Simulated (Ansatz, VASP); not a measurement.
# SiC in VASP and in Ansatz

```
CELL_PARAMETERS angstrom
3.09194 0.00000 0.00000
-1.54597 2.67770 0.00000
0.00000 0.00000 5.07429
ATOMIC_POSITIONS crystal
Si 0.33333 0.66667 0.49958
Si 0.66667 0.33333 0.99958
C 0.33333 0.66667 0.87542
C 0.66667 0.33333 0.37542
```

Alike in both runs: functional PBE; k mesh 12 × 12 × 6; occupations gaussian, width 0.02 eV; no spin polarisation.

Ansatz relaxed the structure, and its values are those at the end. VASP's run is a single point on that final structure, the one shown.

|  | VASP | Ansatz |
| --- | --- | --- |
| version | VASP 6.6.1 | Ansatz 0.2.0 |
| potentials or method | VASP PAW PBE potentials, release 64 (Si, C), cutoff 520 eV | scalar-relativistic, plane waves, PAW |
| valence electrons in the cell | 16 | 16 |

|  | VASP | Ansatz | Ansatz less VASP |
| --- | --- | --- | --- |
| gap on the k mesh at the Fermi level (eV) | 2.30 | 2.31 | +0.004 |
| least direct gap on the mesh (eV) | 3.94 | 3.94 | +0.003 |
| pressure (GPa) | 0.0 | 0.0 | +0.05 |
